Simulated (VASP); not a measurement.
A run of VASP 6.6.1 is set up as follows.

File INCAR:

```
PREC = Accurate
ENCUT = 520
EDIFF = 1E-7
ISMEAR = 0
SIGMA = 0.1
LREAL = F
LASPH = T
NELM = 100
ALGO = Normal
ISIF = 2
LWAVE = F
LCHARG = T
GGA = PS
LELF = T
LVHAR = T
NBANDS = 15
```

The input KPOINTS:

```
regular mesh
0
Gamma
  6 6 6
```

POSCAR

```
SrO
1.0
    0.0000000000      2.4759652423      2.4759652423
    2.4759652423      0.0000000000      2.4759652423
    2.4759652423      2.4759652423      0.0000000000
Sr O
1 1
Direct
    0.0000000000      0.0000000000      0.0000000000
    0.5000000000      0.5000000000      0.5000000000
```

Potentials or basis: VASP PAW PBE potentials, release 64 (Sr_sv, O).

Command:

```console
$ cat potpaw_PBE.64/Sr_sv/POTCAR potpaw_PBE.64/O/POTCAR > POTCAR
$ mpirun -np 1 vasp_std > vasp.out
```

(1) Predict the band gap on the k mesh.

(2) Predict the pressure.

Results:

(1) 3.03 eV, direct.

(2) 13.0 GPa.

Caveat: the cell differs from its parent crystal (Mg replaced by Sr, lengths x 1.157, strained); the PAW data sets were made with another functional, which shifts forces and pressure a little.
